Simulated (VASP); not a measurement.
# Sb (Pm-3m) in VASP: a series of runs

Runs on Sb. Level: PBEsol. Tasks: electric field gradients, density of states.

Program: VASP 6.6.1. These are calculated values, not measurements. Logs are shortened: lines on timing, memory, paths and dates and some standing lists are left out, and cuts for length are marked.

**1. The cell of the first run**

Symmetry: Pm-3m, No. 221, cubic system. Conventional cell: a = 3.202 Å, b = 3.202 Å, c = 3.202 Å, α = 90.00°, β = 90.00°, γ = 90.00°. Within 4.2 Å of Sb (site symmetry m-3m) lie 6 Sb at 3.20 Å.

**2. Electric field gradients, PBEsol (volume scaled by 1.04)**

Input file INCAR:

```
SYSTEM = Sb
PREC = Accurate
ENCUT = 520
EDIFF = 1E-8
ISMEAR = -1
SIGMA = 0.08
LREAL = .FALSE.
LASPH = .TRUE.
NELM = 100
ALGO = Normal
ISIF = 2
LWAVE = .FALSE.
LCHARG = .FALSE.
GGA = PS
LEFG = .TRUE.
NBANDS = 8
```

Input file KPOINTS:

```
Automatic mesh
0
G
  12 12 12
  0 0 0
```

Input file POSCAR:

```
Sb
1.0
    3.2015837161      0.0000000000      0.0000000000
    0.0000000000      3.2015837161      0.0000000000
    0.0000000000      0.0000000000      3.2015837161
Sb
1
Direct
    0.0000000000      0.0000000000      0.0000000000
```

Potentials or basis: VASP PAW PBE potentials, release 64 (Sb).

The run is started by

```sh
$ cat potpaw_PBE.64/Sb/POTCAR > POTCAR
$ mpirun -np 1 vasp_std > vasp.out
```

OUTCAR:

```text
SYSTEM = Sb
   PREC = Accurate
   ENCUT = 520
   EDIFF = 1E-8
   ISMEAR = -1
   LREAL = .FALSE.
   LASPH = .TRUE.
   NELM = 100
   ISIF = 2
   GGA = PS

 ion  position               nearest neighbor table
   1  0.000  0.000  0.000-

  LATTYP: Found a simple cubic cell.
 ALAT       =     3.2015837161

  Lattice vectors:

 A1 = (   3.2015837161,   0.0000000000,   0.0000000000)
 A2 = (   0.0000000000,   3.2015837161,   0.0000000000)
 A3 = (   0.0000000000,   0.0000000000,   3.2015837161)

Analysis of symmetry for initial positions (statically):
=====================================================================
 Subroutine PRICEL returns:
 Original cell was already a primitive cell.

 Routine SETGRP: Setting up the symmetry group for a
 simple cubic supercell.

 Subroutine GETGRP returns: Found 48 space group operations
 (whereof 48 operations were pure point group operations)
 out of a pool of 48 trial point group operations.

The static configuration has the point symmetry O_h .

Analysis of symmetry for dynamics (positions and initial velocities):
=====================================================================
 Subroutine PRICEL returns:
 Original cell was already a primitive cell.

 Routine SETGRP: Setting up the symmetry group for a
 simple cubic supercell.

 Subroutine GETGRP returns: Found 48 space group operations
 (whereof 48 operations were pure point group operations)
 out of a pool of 48 trial point group operations.

The dynamic configuration has the point symmetry O_h .

 Subroutine INISYM returns: Found 48 space group operations
 (whereof 48 operations are pure point group operations),
 and found     1 'primitive' translations

----------------------------------------------------------------------------------------

                                     Primitive cell

  volume of cell :      32.8167

  direct lattice vectors                    reciprocal lattice vectors
     3.201583716  0.000000000  0.000000000     0.312345417  0.000000000  0.000000000
     0.000000000  3.201583716  0.000000000     0.000000000  0.312345417  0.000000000
     0.000000000  0.000000000  3.201583716     0.000000000  0.000000000  0.312345417

  length of vectors
[... 121 lines left out ...]
  ---------------------------------------------------
  ext. energy  EPLUGINS =         0.00000000
  ---------------------------------------------------
  free energy    TOTEN  =        -4.44159128 eV

  energy without entropy =       -4.42556680  energy(sigma->0) =       -4.43357904

 E-fermi :   5.8953     XC(G=0):  -9.3572

 val. band max:        5.8949585359   @ k =   0.5000   0.3333   0.3333
 cond. band min:       5.9146280120   @ k =   0.1667   0.0000   0.0000
 fundamental gap:      0.0196694761
 Fermi energy:         5.8953076644

 k-point     1 :       0.0000    0.0000    0.0000
  band No.  band energies     occupation
      1      -5.8649      2.00000
      2       8.8605      0.00000
      3       8.8605      0.00000
      4       8.8605      0.00000
      5      12.6994      0.00000
      6      12.6994      0.00000
      7      13.4074      0.00000
      8      23.0197      0.00000
[... 243 lines left out ...]
 k-point    24 :       0.4167    0.3333    0.0000
  band No.  band energies     occupation
      1      -2.6673      2.00000
      2       2.5563      2.00000
      3       4.2052      2.00000
      4      10.0521      0.00000
      5      11.5804      0.00000
      6      16.2485      0.00000
      7      18.3927      0.00000
      8      18.6414      0.00000

 [... further k-points ...]

------------------------ aborting loop because EDIFF is reached ----------------------------------------

  FORCE on cell =-STRESS in cart. coord.  units (eV):
  Direction    XX          YY          ZZ          XY          YZ          ZX
  --------------------------------------------------------------------------------------
  -------------------------------------------------------------------------------------
  Total       -1.2265701     -1.2265701     -1.2265701      0.0000000     -0.0000000     -0.0000000
  in kB      -59.8836666    -59.8836666    -59.8836666      0.0000000     -0.0000000     -0.0000000
  external PRESSURE =     -59.8836666 kB  Pullay stress =       0.0000000 kB

 VOLUME and BASIS-vectors are now :
 -----------------------------------------------------------------------------
  energy-cutoff  :      520.00
  volume of cell :       32.82
      direct lattice vectors                 reciprocal lattice vectors
     3.201583716  0.000000000  0.000000000     0.312345417  0.000000000  0.000000000
     0.000000000  3.201583716  0.000000000     0.000000000  0.312345417  0.000000000
     0.000000000  0.000000000  3.201583716     0.000000000  0.000000000  0.312345417

 POSITION                                       TOTAL-FORCE (eV/Angst)
 -----------------------------------------------------------------------------------
      0.00000      0.00000      0.00000         0.000000      0.000000      0.000000
 -----------------------------------------------------------------------------------
    total drift:                               -0.000000      0.000000      0.000000

  FREE ENERGIE OF THE ION-ELECTRON SYSTEM (eV)
  ---------------------------------------------------
  free  energy   TOTEN  =        -4.4415912786 eV

  energy  without entropy=       -4.4255667955  energy(sigma->0) =       -4.43357904

 Electric field gradients (V/A^2)
---------------------------------------------------------------------
 ion       V_xx      V_yy      V_zz      V_xy      V_xz      V_yz
---------------------------------------------------------------------
   1       0.000     0.000    -0.000    -0.000     0.000    -0.000
---------------------------------------------------------------------

 Electric field gradients after diagonalization (V/A^2)
 (convention: |V_zz| > |V_xx| > |V_yy|)
----------------------------------------------------------------------
 ion       V_xx      V_yy      V_zz     asymmetry (V_yy - V_xx)/ V_zz
----------------------------------------------------------------------
   1       0.000     0.000    -0.000       0.153
----------------------------------------------------------------------

           NMR quadrupolar parameters

 Cq : quadrupolar parameter    Cq=e*Q*V_zz/h
 eta: asymmetry parameters     (V_yy - V_xx)/ V_zz
 Q  : nuclear electric quadrupole moment in mb (millibarn)
----------------------------------------------------------------------
 ion       Cq(MHz)       eta       Q (mb)
----------------------------------------------------------------------
   1      -0.000       0.153       1.000
----------------------------------------------------------------------
```

OSZICAR:

```text
N       E                     dE             d eps       ncg     rms          rms(c)
DAV:   1     0.508914995033E+01    0.50891E+01   -0.16011E+03  1360   0.403E+02
DAV:   2    -0.431024253170E+01   -0.93994E+01   -0.91050E+01  1864   0.522E+01
DAV:   3    -0.444207325463E+01   -0.13183E+00   -0.13154E+00  1536   0.692E+00
DAV:   4    -0.444275535312E+01   -0.68210E-03   -0.68208E-03  2064   0.624E-01
DAV:   5    -0.444275750728E+01   -0.21542E-05   -0.21542E-05  1696   0.235E-02    0.155E+00
DAV:   6    -0.444200958439E+01    0.74792E-03   -0.11414E-03  1600   0.174E-01    0.901E-01
DAV:   7    -0.444158624003E+01    0.42334E-03   -0.24278E-03  1408   0.252E-01    0.647E-02
DAV:   8    -0.444159074489E+01   -0.45049E-05   -0.67337E-05  1776   0.529E-02    0.630E-03
DAV:   9    -0.444159152197E+01   -0.77708E-06   -0.10525E-06  1840   0.752E-03    0.268E-03
DAV:  10    -0.444159122788E+01    0.29409E-06   -0.36285E-07  1704   0.290E-03    0.328E-04
DAV:  11    -0.444159127204E+01   -0.44159E-07   -0.73910E-09  1760   0.537E-04    0.115E-04
DAV:  12    -0.444159127859E+01   -0.65503E-08   -0.20935E-09  1472   0.256E-04
   1 F= -.44415913E+01 E0= -.44335790E+01  d E =-.160245E-01
```

Wall time 5.1 s (1 thread of Intel Xeon 6975P-C (Granite Rapids), shared host); peak memory 0.14 GiB.

Results:

```yaml
Free_energy: -4.4416 eV
Pressure: -6.0 GPa
```

Levels at points of the mesh, in eV from the Fermi level:
```tsv
k point	band 1	band 2	band 3	band 4	band 5	band 6	band 7
(0.00, 0.00, 0.00)	-11.76	2.97	2.97	2.97	6.80	6.80	7.51
(0.50, 0.00, 0.00)	-9.67	-5.02	4.68	4.68	8.74	10.19	10.68
(0.50, 0.50, 0.00)	-7.49	-3.18	-3.18	2.40	6.38	12.09	12.89
(0.50, 0.50, 0.50)	-5.12	-1.48	-1.48	-1.48	4.89	4.89	4.89
```

Caveat: the cell differs from its parent crystal (volume scaled by 1.04); without QUAD_EFG the Cq values of the log hold for a quadrupole moment of 1 mb, not for the nuclei; the PAW data sets were made with another functional, which shifts forces and pressure a little; spin-orbit coupling is left out, which moves the levels of the heavy elements.

**3. Electric field gradients, PBEsol (volume scaled by 1.06)**

Changes to INCAR since step 2:

```diff
@@ -8,3 +8,3 @@
 LASPH = .TRUE.
-NELM = 100
+NELM = 80
 ALGO = Normal
```

KPOINTS is that of step 2.

Input file POSCAR:

```
Sb
1.0
    3.2219765188      0.0000000000      0.0000000000
    0.0000000000      3.2219765188      0.0000000000
    0.0000000000      0.0000000000      3.2219765188
Sb
1
Direct
    0.0000000000      0.0000000000      0.0000000000
```

Potentials or basis: VASP PAW PBE potentials, release 64 (Sb).

The run is started by

```sh
$ cat potpaw_PBE.64/Sb/POTCAR > POTCAR
$ mpirun -np 1 vasp_std > vasp.out
```

OUTCAR:

```text
SYSTEM = Sb
   PREC = Accurate
   ENCUT = 520
   EDIFF = 1E-8
   ISMEAR = -1
   LREAL = .FALSE.
   LASPH = .TRUE.
   NELM = 80
   ISIF = 2
   GGA = PS

 ion  position               nearest neighbor table
   1  0.000  0.000  0.000-

  LATTYP: Found a simple cubic cell.
 ALAT       =     3.2219765188

  Lattice vectors:

 A1 = (   3.2219765188,   0.0000000000,   0.0000000000)
 A2 = (   0.0000000000,   3.2219765188,   0.0000000000)
 A3 = (   0.0000000000,   0.0000000000,   3.2219765188)

Analysis of symmetry for initial positions (statically):
=====================================================================
 Subroutine PRICEL returns:
 Original cell was already a primitive cell.

 Routine SETGRP: Setting up the symmetry group for a
 simple cubic supercell.

 Subroutine GETGRP returns: Found 48 space group operations
 (whereof 48 operations were pure point group operations)
 out of a pool of 48 trial point group operations.

[... 442 lines left out ...]

 VOLUME and BASIS-vectors are now :
 -----------------------------------------------------------------------------
  energy-cutoff  :      520.00
  volume of cell :       33.45
      direct lattice vectors                 reciprocal lattice vectors
     3.221976519  0.000000000  0.000000000     0.310368494  0.000000000  0.000000000
     0.000000000  3.221976519  0.000000000     0.000000000  0.310368494  0.000000000
     0.000000000  0.000000000  3.221976519     0.000000000  0.000000000  0.310368494

 POSITION                                       TOTAL-FORCE (eV/Angst)
 -----------------------------------------------------------------------------------
      0.00000      0.00000      0.00000         0.000000      0.000000      0.000000
 -----------------------------------------------------------------------------------
    total drift:                               -0.000000      0.000000      0.000000

  FREE ENERGIE OF THE ION-ELECTRON SYSTEM (eV)
  ---------------------------------------------------
  free  energy   TOTEN  =        -4.4168360377 eV

  energy  without entropy=       -4.4007461017  energy(sigma->0) =       -4.40879107

 Electric field gradients (V/A^2)
---------------------------------------------------------------------
 ion       V_xx      V_yy      V_zz      V_xy      V_xz      V_yz
---------------------------------------------------------------------
   1       0.000     0.000    -0.000    -0.000     0.000    -0.000
---------------------------------------------------------------------

 Electric field gradients after diagonalization (V/A^2)
 (convention: |V_zz| > |V_xx| > |V_yy|)
----------------------------------------------------------------------
 ion       V_xx      V_yy      V_zz     asymmetry (V_yy - V_xx)/ V_zz
----------------------------------------------------------------------
   1       0.000     0.000    -0.000       0.147
----------------------------------------------------------------------

           NMR quadrupolar parameters

 Cq : quadrupolar parameter    Cq=e*Q*V_zz/h
 eta: asymmetry parameters     (V_yy - V_xx)/ V_zz
 Q  : nuclear electric quadrupole moment in mb (millibarn)
----------------------------------------------------------------------
 ion       Cq(MHz)       eta       Q (mb)
----------------------------------------------------------------------
   1      -0.000       0.147       1.000
----------------------------------------------------------------------
```

OSZICAR:

```text
N       E                     dE             d eps       ncg     rms          rms(c)
DAV:   1     0.455580542829E+01    0.45558E+01   -0.16186E+03  1344   0.397E+02
DAV:   2    -0.429959194758E+01   -0.88554E+01   -0.85670E+01  1960   0.500E+01
DAV:   3    -0.441749739136E+01   -0.11791E+00   -0.11777E+00  1520   0.645E+00
DAV:   4    -0.441807330695E+01   -0.57592E-03   -0.57591E-03  2104   0.557E-01
DAV:   5    -0.441807565933E+01   -0.23524E-05   -0.23527E-05  1664   0.231E-02    0.150E+00
DAV:   6    -0.441724942002E+01    0.82624E-03   -0.13621E-03  1552   0.185E-01    0.868E-01
DAV:   7    -0.441683091874E+01    0.41850E-03   -0.28407E-03  1464   0.266E-01    0.656E-02
DAV:   8    -0.441683561075E+01   -0.46920E-05   -0.76273E-05  1688   0.558E-02    0.649E-03
DAV:   9    -0.441683631563E+01   -0.70488E-06   -0.11970E-06  1928   0.798E-03    0.293E-03
DAV:  10    -0.441683599015E+01    0.32548E-06   -0.40069E-07  1696   0.301E-03    0.276E-04
DAV:  11    -0.441683603032E+01   -0.40168E-07   -0.95527E-09  1648   0.596E-04    0.115E-04
DAV:  12    -0.441683603773E+01   -0.74105E-08   -0.23354E-09  1584   0.270E-04
   1 F= -.44168360E+01 E0= -.44087911E+01  d E =-.160899E-01
```

Wall time 5.2 s (1 thread of Intel Xeon 6975P-C (Granite Rapids), shared host); peak memory 0.15 GiB.

What came out:

```
Free energy : -4.4168 eV
Pressure    : -6.6 GPa
```

Caveat: the cell differs from its parent crystal (volume scaled by 1.06); without QUAD_EFG the Cq values of the log hold for a quadrupole moment of 1 mb, not for the nuclei; the PAW data sets were made with another functional, which shifts forces and pressure a little; spin-orbit coupling is left out, which moves the levels of the heavy elements.

**4. Density of states, PBEsol**

This run uses another cell than the first one, of 31.55 Å³/atom, 0.962 times its volume.

Input file POSCAR:

```
Sb
1.0
    3.1600000000      0.0000000000      0.0000000000
    0.0000000000      3.1600000000      0.0000000000
    0.0000000000      0.0000000000      3.1600000000
Sb
1
Direct
    0.0000000000      0.0000000000      0.0000000000
```

Input file INCAR.step1:

```
SYSTEM = Sb
ALGO = Normal
EDIFF = 1E-6
ENCUT = 520
GGA = PS
ISIF = 2
ISMEAR = -1
LASPH = .TRUE.
LCHARG = .TRUE.
LREAL = .FALSE.
LWAVE = .FALSE.
NBANDS = 8
NELM = 80
PREC = Accurate
SIGMA = 0.08
```

Input file KPOINTS.step1:

```
k-points
0
G
  12 12 12
  0 0 0
```

Input file INCAR.step2:

```
SYSTEM = Sb
ALGO = Normal
EDIFF = 1E-6
ENCUT = 520
GGA = PS
ICHARG = 11
ISIF = 2
ISMEAR = -5
LASPH = .TRUE.
LCHARG = .FALSE.
LORBIT = 11
LREAL = .FALSE.
LWAVE = .FALSE.
NEDOS = 1001
NELM = 80
PREC = Accurate
SIGMA = 0.08
```

Input file KPOINTS.step2:

```
k-points
0
G
  18 18 18
  0 0 0
```

The run is started by

```sh
$ cat potpaw_PBE.64/Sb/POTCAR > POTCAR
$ cp INCAR.step1 INCAR
$ cp KPOINTS.step1 KPOINTS
$ mpirun -np 1 vasp_std > vasp.out
$ cp INCAR.step2 INCAR
$ cp KPOINTS.step2 KPOINTS
$ mpirun -np 1 vasp_std > vasp.out
```

Wall time 9.8 s (1 thread of Intel Xeon 6975P-C (Granite Rapids), shared host); peak memory 0.16 GiB.

Results (log left out):

```yaml
Valence_electrons_inside_the_program's_atomic_spheres: Sb 2.34
```

Levels at points of the mesh, in eV from the Fermi level:
```tsv
k point	band 1	band 2	band 3	band 4	band 5	band 6
(0.00, 0.00, 0.00)	-11.98	3.12	3.12	3.12	6.90	6.90
(0.50, 0.00, 0.00)	-9.75	-5.21	4.96	4.96	8.91	10.37
(0.50, 0.50, 0.00)	-7.42	-3.29	-3.29	2.33	6.79	12.45
(0.50, 0.50, 0.50)	-4.86	-1.49	-1.49	-1.49	4.90	4.90
```

Caveat: the PAW data sets were made with another functional, which shifts forces and pressure a little; spin-orbit coupling is left out, which moves the levels of the heavy elements; tetrahedron occupations give inexact forces and stress in metals.

**5. Overview**

```tsv
task	cell	k mesh for the DOS	occupations for the DOS	gap on the mesh (eV)	pressure (GPa)
electric field gradients	a = 3.202 Å, 1 atom	-	-	none	-6.0
electric field gradients	a = 3.222 Å, 1 atom	-	-	none	-6.6
density of states	a = 3.160 Å, 1 atom	18 × 18 × 18	tetrahedron	-	-
```

Alike in all rows: level PBEsol; potentials or basis VASP PAW PBE potentials, release 64 (Sb); no spin polarisation; k mesh 12 × 12 × 12; cutoff (eV) 520; smearing fermi-dirac 0.08 eV.

Caveats: the PAW data sets were made with another functional, which shifts forces and pressure a little; spin-orbit coupling is left out, which moves the levels of the heavy elements; tetrahedron occupations give inexact forces and stress in metals (some runs).

Total energies depend on the potentials used, so only differences within one code and one set of settings carry meaning.
